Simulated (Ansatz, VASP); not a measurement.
**Lu in VASP and in Ansatz**

INCAR

```
SYSTEM = Lu
ALGO = Normal
EDIFF = 1E-7
ENCUT = 520
GGA = CA
ISIF = 2
ISMEAR = -1
LASPH = .True.
LCHARG = .True.
LELF = .True.
LREAL = .False.
LVHAR = .True.
LWAVE = .False.
NBANDS = 18
NELM = 60
PREC = Accurate
SIGMA = 0.08
```

File KPOINTS:

```
k-points
0
Gamma
  19 19 19
  0 0 0
```

POSCAR

```
Lu
1.0
    0.0000000000      1.7397819490      1.7397819490
    1.7397819490      0.0000000000      1.7397819490
    1.7397819490      1.7397819490      0.0000000000
Lu
1
Direct
    0.0000000000      0.0000000000      0.0000000000
```

Input for Ansatz:

```yaml
crystal:
  lattice:
    - [0.0, 1.739781949, 1.739781949]
    - [1.739781949, 0.0, 1.739781949]
    - [1.739781949, 1.739781949, 0.0]
  atoms:
    - { symbol: Lu, position: [0.0, 0.0, 0.0] }
kpoints:
  mp_grid: { grid: [19, 19, 19] }
scf:
  occupations: { method: fermi_dirac, width: 0.08 }
hamiltonian:
  xc: lda
  pseudopotentials: { kind: paw }
output:
  forces: true
  stress: true
  eigenvalues: true
  write_density: true
  write_potential: true
  elf: true
  volumetric_format: npy
```

Change from the starting cell: volume scaled by 0.412, to set the pressure.

Alike in both runs: task single point; functional LDA; k mesh 19 × 19 × 19; occupations fermi-dirac, width 0.08 eV; no spin polarisation.

|  | VASP | Ansatz |
| --- | --- | --- |
| version | VASP 6.6.1 | Ansatz 0.2.0 |
| potentials or method | VASP PAW PBE potentials, release 64 (Lu) | PAW with Ansatz's default frozen-core files, scalar-relativistic |
| plane-wave cutoff (eV) | 520 | 420 |
| valence electrons in the cell | 25 | 25 |

Ansatz gave:

- pressure (GPa): 247.1

Q: Estimate VASP's values.

A: Pressure (GPa): 257.1.

VASP's potentials were made for PBE, not for LDA. LDA's correlation is that of Perdew and Zunger in VASP and of Perdew and Wang (1992) in Ansatz. Both programs put the cell under a high pressure, so it lies far from rest at this level.

Neither program's run includes spin-orbit coupling. Noted on VASP's run: the cell as given lies far from equilibrium.
